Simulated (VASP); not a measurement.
Write the native input for VASP 6.6.1 that does the following.

| Quantity | Value |
| --- | --- |
| Task | single point |
| Functional | LDA |
| Potentials or basis | VASP PAW LDA potentials, release 64 (O) |
| Cutoff | 600 eV |
| k mesh | 18 × 18 × 18 |
| Occupations | fermi-dirac, width 0.05 eV |
| Spin | no spin polarisation |
| Dipole correction | no |
| Further INCAR settings | ALGO = Normal; EDIFF = 1e-06; NBANDS = 9 |

The structure of O lies in POSCAR:

```
O
1.0
    1.8015480499      0.0000000000      0.0000000000
    0.0000000000      1.8015480499      0.0000000000
    0.0000000000      0.0000000000      1.8015480499
O
1
Direct
    0.0000000000      0.0000000000      0.0000000000
```

One way to write it, as run:

INCAR

```
PREC = Accurate ; ENCUT = 600
EDIFF = 1E-6 ; ISMEAR = -1
SIGMA = 0.05 ; LREAL = F
LASPH = T ; NELM = 120
ALGO = Normal ; ISIF = 2
LWAVE = F ; LCHARG = T
LELF = T ; LVHAR = T
NBANDS = 9 ; GGA_COMPAT = F
```

KPOINTS

```
regular mesh
0
Gamma
  18 18 18
```

Potentials or basis: VASP PAW LDA potentials, release 64 (O).

Launch:

```sh
$ cat potpaw_LDA.64/O/POTCAR > POTCAR
$ mpirun -np 1 vasp_std > vasp.out
```

Results of the run:

| Item | Value |
| --- | --- |
| Pressure | 81.6 GPa |
| Band gap on the k mesh | zero (bands 3 and 4 overlap by 8.25 eV) |

Caveat: the cell stands under pressure.

It took 4.2 s on 1 thread of Intel(R) Xeon(R) Platinum 8259CL CPU @ 2.50GHz (Skylake/Cascade Lake) (shared host), peak memory 0.11 GiB.
